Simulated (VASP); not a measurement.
Set up this calculation in VASP 6.6.1, as the native input.

```
Task                   : single point
Functional             : LDA
Potentials or basis    : VASP PAW LDA potentials, release 64 (Cd, P, C)
Cutoff                 : 520 eV
k mesh                 : 8 × 8 × 4
Occupations            : fermi-dirac, width 0.02 eV
Spin                   : no spin polarisation
Dipole correction      : no
Further INCAR settings : ALGO = Normal; EDIFF = 1e-07; NBANDS = 21
```

The structure of CdP2C lies in POSCAR:

```
CdP2C
1.0
    3.1917717660      0.0000000000      0.0000000000
    0.0000000000      3.1917717660      0.0000000000
    0.0000000000      0.0000000000      6.0362700595
Cd P C
1 2 1
Direct
    0.0000000000      0.0000000000      0.0000000000
    0.0000000000      0.5000000000      0.3267003364
    0.5000000000      0.0000000000      0.6732996636
    0.5000000000      0.5000000000      0.5000000000
```

The input as run:

INCAR

```
PREC = Accurate ; ENCUT = 520
EDIFF = 1E-7 ; ISMEAR = -1
SIGMA = 0.02 ; LREAL = False
LASPH = True ; NELM = 60
ALGO = Normal ; ISIF = 2
LWAVE = False ; LCHARG = True
GGA = CA ; LELF = True
LVHAR = True ; NBANDS = 21
```

KPOINTS

```
regular mesh
0
Gamma
  8 8 4
```

Potentials or basis: VASP PAW LDA potentials, release 64 (Cd, P, C).

Run with:

```console
$ cat potpaw_LDA.64/Cd/POTCAR potpaw_LDA.64/P/POTCAR potpaw_LDA.64/C/POTCAR > POTCAR
$ mpirun -np 1 vasp_std > vasp.out
```

It gave:

```json
{
  "Pressure": "0.3 GPa",
  "Largest force": "0.083 eV/Å",
  "Band gap on the k mesh": "zero (bands 13 and 14 overlap by 1.06 eV)"
}
```

Run time: 60 s on 1 thread of Intel Xeon 8259CL, on a shared host, peak memory 0.19 GiB.
